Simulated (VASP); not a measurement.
A run of VASP 6.6.1 is set up as follows.

Contents of INCAR:

```
ALGO = Normal
EDIFF = 1E-6
ENCUT = 520
GGA = PE
ISIF = 2
ISMEAR = 0
IVDW = 12
LASPH = True
LCHARG = False
LREAL = False
LWAVE = False
NBANDS = 20
NELM = 100
PREC = Accurate
SIGMA = 0.02
```

File KPOINTS:

```
k-points
0
Gamma
  8 8 8
```

POSCAR

```
CdF2
1.0
    0.0000000000      2.7222408726      2.7222408726
    2.7222408726      0.0000000000      2.7222408726
    2.7222408726      2.7222408726      0.0000000000
Cd F
1 2
Direct
    0.0000000000      0.0000000000      0.0000000000
    0.2500000000      0.2500000000      0.2500000000
    0.7500000000      0.7500000000      0.7500000000
```

Potentials or basis: VASP PAW PBE potentials, release 64 (Cd, F).

Command:

```bash
$ cat potpaw_PBE.64/Cd/POTCAR potpaw_PBE.64/F/POTCAR > POTCAR
$ mpirun -np 1 vasp_std > vasp.out
```

Q: What does it give for the band gap on the k mesh?

A: 2.96 eV, indirect (least direct gap 3.49 eV).

Q: Estimate the dispersion energy per atom.

A: -0.162 eV.

Q: What does it give for the pressure?

A: 0.7 GPa.

A k mesh can miss the band edges. A hybrid or GW would open this gap; PBE tends to underestimate it.
